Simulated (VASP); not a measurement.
# Au (Fm-3m) in VASP: a series of runs

The runs below take Au through relaxation of cell and atoms, single point, with BLYP, LDA, BLYP+D4, PBE.

Everything below comes from runs of VASP 6.6.1. Logs are shortened: lines on timing, memory, paths and dates and some standing lists are left out, and cuts for length are marked.

## Step 1: The cell of the first run

It takes space group Fm-3m (No. 225, cubic). The conventional cell has a = 4.070 Å, b = 4.070 Å, c = 4.070 Å, α = 90.00°, β = 90.00°, γ = 90.00°. Within 3.8 Å of Au (site symmetry m-3m) lie 12 Au at 2.88 Å.

## Step 2: Relaxation of cell and atoms, BLYP

INCAR

```
AGGAC = 1.0
AGGAX = 1.0
ALDAC = 0.0
ALDAX = 1.0
ALGO = Normal
EDIFF = 1E-6
EDIFFG = -0.01
ENCUT = 600
GGA = B5
IBRION = 2
ISIF = 3
ISMEAR = -1
LASPH = T
LCHARG = F
LREAL = F
LWAVE = F
NELM = 60
NSW = 80
PREC = Accurate
SIGMA = 0.05
```

KPOINTS

```
k-points
0
Gamma
  11 11 11
```

POSCAR

```
Au
1.0
    0.0000000000      2.0350000000      2.0350000000
    2.0350000000      0.0000000000      2.0350000000
    2.0350000000      2.0350000000      0.0000000000
Au
1
Direct
    0.0000000000      0.0000000000      0.0000000000
```

Potentials or basis: VASP PAW PBE potentials, release 64 (Au).

Run with:

```sh
cat potpaw_PBE.64/Au/POTCAR > POTCAR
mpirun -np 1 vasp_std > vasp.out
```

OUTCAR:

```text
EDIFF = 1E-6
   EDIFFG = -0.01
   ENCUT = 600
   GGA = B5
   IBRION = 2
   ISIF = 3
   ISMEAR = -1
   LASPH = T
   LREAL = F
   NELM = 60
   NSW = 80
   PREC = Accurate

 ion  position               nearest neighbor table
   1  0.000  0.000  0.000-

  LATTYP: Found a face centered cubic cell.
 ALAT       =     4.0700000000

  Lattice vectors:

 A1 = (   0.0000000000,   2.0350000000,   2.0350000000)
 A2 = (   2.0350000000,   0.0000000000,   2.0350000000)
 A3 = (   2.0350000000,   2.0350000000,   0.0000000000)

Analysis of symmetry for initial positions (statically):
=====================================================================
 Subroutine PRICEL returns:
 Original cell was already a primitive cell.

 Routine SETGRP: Setting up the symmetry group for a
 face centered cubic supercell.

 Subroutine GETGRP returns: Found 48 space group operations
[... 9 lines left out ...]

 Routine SETGRP: Setting up the symmetry group for a
 face centered cubic supercell.

 Subroutine GETGRP returns: Found 48 space group operations
[... 11 lines left out ...]
                                     Primitive cell

  volume of cell :      16.8548

  direct lattice vectors                    reciprocal lattice vectors
     0.000000000  2.035000000  2.035000000    -0.245700246  0.245700246  0.245700246
     2.035000000  0.000000000  2.035000000     0.245700246 -0.245700246  0.245700246
     2.035000000  2.035000000  0.000000000     0.245700246  0.245700246 -0.245700246

  length of vectors
     2.877924599  2.877924599  2.877924599     0.425565309  0.425565309  0.425565309

  position of ions in fractional coordinates (direct lattice)
     0.000000000  0.000000000  0.000000000

  ion indices of the primitive-cell ions
   primitive index   ion index
                 1           1

----------------------------------------------------------------------------------------

 KPOINTS: k-points

Automatic generation of k-mesh.
 Grid dimensions read from file:
 generate k-points for:   11   11   11

 Generating k-lattice:

  Cartesian coordinates                     Fractional coordinates (reciprocal lattice)
    -0.022336386  0.022336386  0.022336386     0.090909091  0.000000000  0.000000000
     0.022336386 -0.022336386  0.022336386     0.000000000  0.090909091  0.000000000
     0.022336386  0.022336386 -0.022336386     0.000000000  0.000000000  0.090909091

  Length of vectors
     0.038687755  0.038687755  0.038687755

  Shift w.r.t. Gamma in fractional coordinates (k-lattice)
     0.000000000  0.000000000  0.000000000

 Subroutine IBZKPT returns following result:
 ===========================================

 Found     56 irreducible k-points:

 Following reciprocal coordinates:
            Coordinates               Weight
  0.000000  0.000000  0.000000      1.000000
  0.090909  0.000000  0.000000      8.000000
  0.181818  0.000000  0.000000      8.000000
  0.272727  0.000000  0.000000      8.000000
  0.363636  0.000000  0.000000      8.000000
  0.454545  0.000000  0.000000      8.000000
[... 16 lines left out ...]
 -0.272727  0.181818  0.000000     24.000000
 -0.181818  0.181818  0.000000     12.000000
 [... further k-points ...]
   k-points           NKPTS =     56   k-points in BZ     NKDIM =     56   number of bands    NBANDS=      9
   number of dos      NEDOS =    301   number of ions     NIONS =      1
   total plane-waves  NPLWV =  13824
   dimension x,y,z NGX =    24 NGY =   24 NGZ =   24
   dimension x,y,z NGXF=    48 NGYF=   48 NGZF=   48
   ions per type =               1
   NGX,Y,Z   is equivalent  to a cutoff of  13.86, 13.86, 13.86 a.u.
   NGXF,Y,Z  is equivalent  to a cutoff of  27.73, 27.73, 27.73 a.u.
 SYSTEM =  unknown system
   PREC   = accura    normal or accurate (medium, high low for compatibility)
   ISTART =      0    job   : 0-new  1-cont  2-samecut
   ICHARG =      2    charge: 1-file 2-atom 10-const
   ISPIN  =      1    spin polarized calculation?
   LNONCOLLINEAR =      F non collinear calculations
   LSORBIT =      F    spin-orbit coupling
   LASPH  =      T    aspherical Exc in radial PAW
   ENCUT  =  600.0 eV  44.10 Ry    6.64 a.u.   5.75  5.75  5.75*2*pi/ulx,y,z
   NELM   =     60;   NELMIN=  2; NELMDL= -5     # of ELM steps
   EDIFF  = 0.1E-05   stopping-criterion for ELM
   LREAL  =      F    real-space projection
   EDIFFG = -.1E-01   stopping-criterion for IOM
   NSW    =     80    number of steps for IOM
   IBRION =      2    ionic relax: 0-MD 1-quasi-New 2-CG
   NFREE  =      1    steps in history (QN), initial steepest desc. (CG)
   ISIF   =      3    stress and relaxation
   ISYM   =      2    0-nonsym 1-usesym 2-fastsym
   POTIM  = 0.5000    time-step for ionic-motion
   TEBEG  =    0.0;   TEEND  =   0.0 temperature during run
   PSTRESS=    0.0 pullay stress
   NELECT =      11.0000    total number of electrons
   NUPDOWN=      -1.0000    fix difference up-down
   EMIN   =  10.00;   EMAX   =-10.00  energy-range for DOS
[... 5 lines left out ...]
     AMIX     =   0.40;   BMIX     =  1.00
     AMIX_MAG =   1.60;   BMIX_MAG =  1.00
  volume/ion in A,a.u.               =      16.85       113.74
  Fermi-wavevector in a.u.,A,eV,Ry     =   1.420032  2.683470 27.436005  2.016489
  Thomas-Fermi vector in A             =   2.540990
   LORBIT       =      0    0 simple, 1 ext, 2 COOP (PROOUT), +10 PAW based schemes
   GGA     = B5    functional components
   LHFCALC =     F    Hartree Fock is set to
   AEXX    =    0.0000 exact exchange contribution
   IVDW    =     0    specifies the selected vdW correction
   LEPSILON=     F    determine dielectric tensor
   LRPA    =     F    only Hartree local field effects (RPA)
 conjugate gradient relaxation of ions
 non-spin polarized calculation
  energy-cutoff  :      600.00
  volume of cell :       16.85
 maximum number of plane-waves:       572
   NGX = 11   NGY = 11   NGZ = 11

--------------------------------------- Ionic step        1  -------------------------------------------

 number of electron      10.9999999 magnetization

 Free energy of the ion-electron system (eV)
  ---------------------------------------------------
  ext. energy  EPLUGINS =         0.00000000
  ---------------------------------------------------
  free energy    TOTEN  =        -2.29678631 eV

  energy without entropy =       -2.29603660  energy(sigma->0) =       -2.29641145

 E-fermi :  10.3752     XC(G=0): -12.1286

 val. band max:       10.1922251719   @ k =   0.4545   0.3636   0.0000
 cond. band min:      10.5167473083   @ k =  -0.4545   0.0909   0.0000
 fundamental gap:      0.3245221364
 Fermi energy:        10.3752229801

 k-point     1 :       0.0000    0.0000    0.0000
  band No.  band energies     occupation
      1       0.3656      2.00000
      2       5.4461      2.00000
      3       5.4461      2.00000
      4       5.4461      2.00000
      5       6.9902      2.00000
      6       6.9902      2.00000
      7      25.0266      0.00000
      8      28.9149      0.00000
      9      28.9149      0.00000
[... 265 lines left out ...]
 k-point    24 :      -0.1818    0.1818    0.0000
  band No.  band energies     occupation
      1       2.9462      2.00000
      2       4.8515      2.00000
      3       5.6665      2.00000
      4       6.3367      2.00000
      5       6.3780      2.00000
      6       8.2381      2.00000
      7      21.8175      0.00000
      8      23.8391      0.00000
      9      28.1939      0.00000

 [... further k-points ...]

------------------------ aborting loop because EDIFF is reached ----------------------------------------

  FORCE on cell =-STRESS in cart. coord.  units (eV):
  Direction    XX          YY          ZZ          XY          YZ          ZX
  --------------------------------------------------------------------------------------
  -------------------------------------------------------------------------------------
  Total        2.4686064      2.4686064      2.4686064     -0.0000000      0.0000000     -0.0000000
  in kB      234.6600728    234.6600728    234.6600728     -0.0000000      0.0000000     -0.0000000
  external PRESSURE =     234.6600728 kB  Pullay stress =       0.0000000 kB
[... 86 lines left out ...]
  FREE ENERGIE OF THE ION-ELECTRON SYSTEM (eV)
  ---------------------------------------------------
  free  energy   TOTEN  =        -2.4596954628 eV

  energy  without entropy=       -2.4582937895  energy(sigma->0) =       -2.45899463

[... ionic steps 4 to 16 ...]

--------------------------------------- Ionic step       17  -------------------------------------------

 number of electron      11.0000000 magnetization

------------------------ aborting loop because EDIFF is reached ----------------------------------------

  FORCE on cell =-STRESS in cart. coord.  units (eV):
  Direction    XX          YY          ZZ          XY          YZ          ZX
  --------------------------------------------------------------------------------------
  -------------------------------------------------------------------------------------
  Total        0.0143876      0.0143876      0.0143876      0.0000000      0.0000000      0.0000000
  in kB        1.1840253      1.1840253      1.1840253      0.0000000      0.0000000      0.0000000
  external PRESSURE =       1.1840253 kB  Pullay stress =       0.0000000 kB
[... 55 lines left out ...]
  energy  without entropy=       -2.4586151342  energy(sigma->0) =       -2.45926863

--------------------------------------- Ionic step       19  -------------------------------------------

 number of electron      11.0000001 magnetization

 Free energy of the ion-electron system (eV)
  ---------------------------------------------------
  ext. energy  EPLUGINS =         0.00000000
  ---------------------------------------------------
  free energy    TOTEN  =        -2.45992427 eV

  energy without entropy =       -2.45861420  energy(sigma->0) =       -2.45926924

 E-fermi :   8.1062     XC(G=0): -11.3078

 val. band max:        7.9917050037   @ k =   0.4545   0.3636   0.0000
 cond. band min:       8.1841600565   @ k =  -0.2727   0.2727   0.0000
 fundamental gap:      0.1924550528
 Fermi energy:         8.1062093556

 k-point     1 :       0.0000    0.0000    0.0000
  band No.  band energies     occupation
      1      -0.5015      2.00000
      2       3.8683      2.00000
      3       3.8683      2.00000
      4       3.8683      2.00000
      5       5.0627      2.00000
      6       5.0627      2.00000
      7      22.8574      0.00000
      8      25.8735      0.00000
      9      25.8735      0.00000
[... 265 lines left out ...]
 k-point    24 :      -0.1818    0.1818    0.0000
  band No.  band energies     occupation
      1       1.7878      2.00000
      2       3.4269      2.00000
      3       4.0682      2.00000
      4       4.5717      2.00000
      5       4.6092      2.00000
      6       6.0645      2.00000
      7      18.5634      0.00000
      8      20.3232      0.00000
      9      25.2759      0.00000

 [... further k-points ...]

------------------------ aborting loop because EDIFF is reached ----------------------------------------

  FORCE on cell =-STRESS in cart. coord.  units (eV):
  Direction    XX          YY          ZZ          XY          YZ          ZX
  --------------------------------------------------------------------------------------
  -------------------------------------------------------------------------------------
  Total        0.0074733      0.0074733      0.0074733     -0.0000000     -0.0000000      0.0000000
  in kB        0.6148060      0.6148060      0.6148060     -0.0000000     -0.0000000      0.0000000
  external PRESSURE =       0.6148060 kB  Pullay stress =       0.0000000 kB
[... 16 lines left out ...]
  FREE ENERGIE OF THE ION-ELECTRON SYSTEM (eV)
  ---------------------------------------------------
  free  energy   TOTEN  =        -2.4599242748 eV

  energy  without entropy=       -2.4586142003  energy(sigma->0) =       -2.45926924

 reached required accuracy - stopping structural energy minimisation
```

Run time: 2.8 min. Hardware: 1 thread of AMD EPYC 7R43 (Zen 3), shared host; peak memory 0.12 GiB.

Results:

```yaml
Free_energy: -2.4599 eV
Relaxed_volume: 19.48 Å³/atom
Relaxed_cell: a = 3.020 Å, b = 3.020 Å, c = 3.020 Å, α = 60.00°, β = 60.00°, γ = 60.00°
Space_group_after_relaxing_to_0.05_Å: Fm-3m (No. 225)
Energy_gained_by_relaxing: 163.1 meV/atom
Ionic_steps: 19
Pressure_after_relaxing: 0.1 GPa
```

The path:
| step | energy change (eV) | largest force (eV/Å) | pressure (GPa) | volume (Å³) |
| --- | --- | --- | --- | --- |
| 1 | 0.0000 | 0.0000 | 23.47 | 16.85 |
| 2 | 0.0167 | 0.0000 | -10.99 | 23.62 |
| 3 | -0.1629 | 0.0000 | -0.60 | 19.61 |
| 4 | -0.1631 | 0.0000 | -0.20 | 19.52 |
| 5 | -0.1631 | 0.0000 | 0.11 | 19.47 |
| 6 | -0.1631 | 0.0000 | 0.11 | 19.47 |
| 7 | -0.1631 | 0.0000 | 0.12 | 19.47 |
| 8 | -0.1631 | 0.0000 | 0.11 | 19.47 |
| 9 | -0.1631 | 0.0000 | 0.11 | 19.47 |
| 10 | -0.1631 | 0.0000 | 0.11 | 19.47 |
| 11 | -0.1631 | 0.0000 | 0.11 | 19.47 |
| 12 | -0.1631 | 0.0000 | 0.11 | 19.47 |
| 13 | -0.1631 | 0.0000 | 0.11 | 19.47 |
| 14 | -0.1631 | 0.0000 | 0.11 | 19.47 |
| 15 | -0.1631 | 0.0000 | 0.11 | 19.47 |
| 16 | -0.1631 | 0.0000 | 0.11 | 19.47 |
| 17 | -0.1631 | 0.0000 | 0.12 | 19.47 |
| 18 | -0.1631 | 0.0000 | 0.08 | 19.47 |
| 19 | -0.1631 | 0.0000 | 0.06 | 19.48 |

Final structure:
```
Au
1.0
     0.00000    2.13543    2.13543
     2.13543    0.00000    2.13543
     2.13543    2.13543    0.00000
Au
1
Cartesian
  0.0000 0.0000 0.0000
```

Caveat: the volume moved by over 15 % at a fixed basis, so the end points are rough; the PAW data sets were made with another functional, which shifts forces and pressure a little; spin-orbit coupling is left out, which moves the levels of the heavy elements; the volume moved by +16 % from the deposited cell, more than functionals usually miss. BLYP gives volumes clearly too large for solids.

## Step 3: Single point, LDA

INCAR

```
SYSTEM = Au
PREC = Accurate ; ENCUT = 520
EDIFF = 1E-7 ; ISMEAR = -1
SIGMA = 0.05 ; LREAL = .FALSE.
LASPH = .TRUE. ; NELM = 60
ALGO = Normal ; ISIF = 2
LWAVE = .FALSE. ; LCHARG = .FALSE.
GGA = CA ; NBANDS = 12
```

KPOINTS

```
regular mesh
0
G
  11 11 11
  0 0 0
```

POSCAR is that of step 2.

Potentials or basis: VASP PAW LDA potentials, release 64 (Au).

Run with:

```sh
cat potpaw_LDA.64/Au/POTCAR > POTCAR
mpirun -np 1 vasp_std > vasp.out
```

OUTCAR:

```text
SYSTEM = Au
   PREC = Accurate
   ENCUT = 520
   EDIFF = 1E-7
   ISMEAR = -1
   LREAL = .FALSE.
   LASPH = .TRUE.
   NELM = 60
   ISIF = 2
   GGA = CA

 ion  position               nearest neighbor table
   1  0.000  0.000  0.000-

  LATTYP: Found a face centered cubic cell.
 ALAT       =     4.0700000000

  Lattice vectors:

 A1 = (   0.0000000000,   2.0350000000,   2.0350000000)
 A2 = (   2.0350000000,   0.0000000000,   2.0350000000)
[... 539 lines left out ...]
     12      34.0518      0.00000

 [... further k-points ...]

------------------------ aborting loop because EDIFF is reached ----------------------------------------

  FORCE on cell =-STRESS in cart. coord.  units (eV):
  Direction    XX          YY          ZZ          XY          YZ          ZX
  --------------------------------------------------------------------------------------
  -------------------------------------------------------------------------------------
  Total       -0.2769670     -0.2769670     -0.2769670     -0.0000000      0.0000000      0.0000000
  in kB      -26.3278509    -26.3278509    -26.3278509     -0.0000000      0.0000000      0.0000000
  external PRESSURE =     -26.3278509 kB  Pullay stress =       0.0000000 kB

 VOLUME and BASIS-vectors are now :
 -----------------------------------------------------------------------------
  energy-cutoff  :      520.00
  volume of cell :       16.85
      direct lattice vectors                 reciprocal lattice vectors
     0.000000000  2.035000000  2.035000000    -0.245700246  0.245700246  0.245700246
     2.035000000  0.000000000  2.035000000     0.245700246 -0.245700246  0.245700246
     2.035000000  2.035000000  0.000000000     0.245700246  0.245700246 -0.245700246

 POSITION                                       TOTAL-FORCE (eV/Angst)
 -----------------------------------------------------------------------------------
      0.00000      0.00000      0.00000         0.000000     -0.000000     -0.000000
 -----------------------------------------------------------------------------------
    total drift:                               -0.000000      0.000000     -0.000000

  FREE ENERGIE OF THE ION-ELECTRON SYSTEM (eV)
  ---------------------------------------------------
  free  energy   TOTEN  =        -4.4527495103 eV

  energy  without entropy=       -4.4513978942  energy(sigma->0) =       -4.45207370
```

OSZICAR:

```text
N       E                     dE             d eps       ncg     rms          rms(c)
DAV:   1     0.505878460503E+02    0.50588E+02   -0.55300E+03  1384   0.820E+02
DAV:   2    -0.397973368771E+01   -0.54568E+02   -0.50750E+02  1596   0.188E+02
DAV:   3    -0.477905742158E+01   -0.79932E+00   -0.79861E+00  1628   0.223E+01
DAV:   4    -0.478165964002E+01   -0.26022E-02   -0.26021E-02  1612   0.148E+00
DAV:   5    -0.478167806875E+01   -0.18429E-04   -0.18430E-04  1684   0.117E-01    0.991E+00
DAV:   6    -0.447829258987E+01    0.30339E+00   -0.83220E-01  1432   0.725E+00    0.614E+00
DAV:   7    -0.445614018997E+01    0.22152E-01   -0.61191E-02  1580   0.194E+00    0.291E+00
DAV:   8    -0.445275070363E+01    0.33895E-02   -0.15248E-03  1484   0.398E-01    0.247E-01
DAV:   9    -0.445274964611E+01    0.10575E-05   -0.12165E-05  1604   0.266E-02    0.208E-02
DAV:  10    -0.445274951015E+01    0.13596E-06   -0.11106E-06  1612   0.724E-03    0.790E-04
DAV:  11    -0.445274951030E+01   -0.15200E-09   -0.23712E-08  1048   0.132E-03
   1 F= -.44527495E+01 E0= -.44520737E+01  d E =-.135162E-02
```

stdout:

```text
POSCAR found type information on POSCAR Au
 POSCAR found :  1 types and       1 ions
 scaLAPACK will be used
 LDA part: xc-table for (Slater(with rela. corr.)+CA(PZ))
 , standard interpolation
 POSCAR, INCAR and KPOINTS ok, starting setup
 FFT: planning ... GRIDC
 FFT: planning ... GRID_SOFT
 FFT: planning ... GRID
 WAVECAR not read
 entering main loop
```

Wall time 14 s (1 thread of AMD EPYC 7R13, shared host); peak memory 0.14 GiB.

Results:

```yaml
Free_energy: -4.4527 eV
Pressure: -2.6 GPa
```

Caveat: spin-orbit coupling is left out, which moves the levels of the heavy elements.

[end of part 1 of 2]
